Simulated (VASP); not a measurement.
Co:

```
CELL_PARAMETERS angstrom
0.00000 2.46343 2.46343
2.46343 0.00000 2.46343
2.46343 2.46343 0.00000
ATOMIC_POSITIONS crystal
Co 0.12500 0.12500 0.12500
Co 0.87500 0.87500 0.87500
```

```yaml
Program: VASP 6.6.1
Task: relaxation of cell and atoms
Functional: LDA
Potentials_or_basis: VASP PAW LDA potentials, release 64 (Co)
Cutoff: 600 eV
k_mesh: 11 × 11 × 11
Occupations: fermi-dirac, width 0.1 eV
Spin: no spin polarisation
```

At the start: pressure -12.2 GPa; volume 14.95 Å³/atom.

Task: Where does the relaxation end?

Result: Over 3 steps the energy falls by 55.3 meV/atom and the volume is 13.63 Å³/atom (-8.9 %); space group Fd-3m (No. 227, to 0.05 Å).

The path:
```
step  energy change (eV)  largest force (eV/Å)  pressure (GPa)  volume (Å³)
   1              0.0000                0.0000          -12.15        29.90
   2             -0.0283                0.0000           14.40        25.26
   3             -0.1106                0.0000           -0.08        27.25
```

Final structure:
```cif
data_structure
_symmetry_space_group_name_H-M 'P 1'
_symmetry_Int_Tables_number 1
_cell_length_a 3.3778
_cell_length_b 3.3778
_cell_length_c 3.3778
_cell_angle_alpha 60.000
_cell_angle_beta 60.000
_cell_angle_gamma 60.000
_cell_volume 27.25
loop_
_atom_site_label
_atom_site_type_symbol
_atom_site_fract_x
_atom_site_fract_y
_atom_site_fract_z
_atom_site_occupancy
Co1 Co 0.12500 0.12500 0.12500 1
Co2 Co 0.87500 0.87500 0.87500 1
```

Caveat: the run has no spin polarisation, though such a crystal can be magnetic.
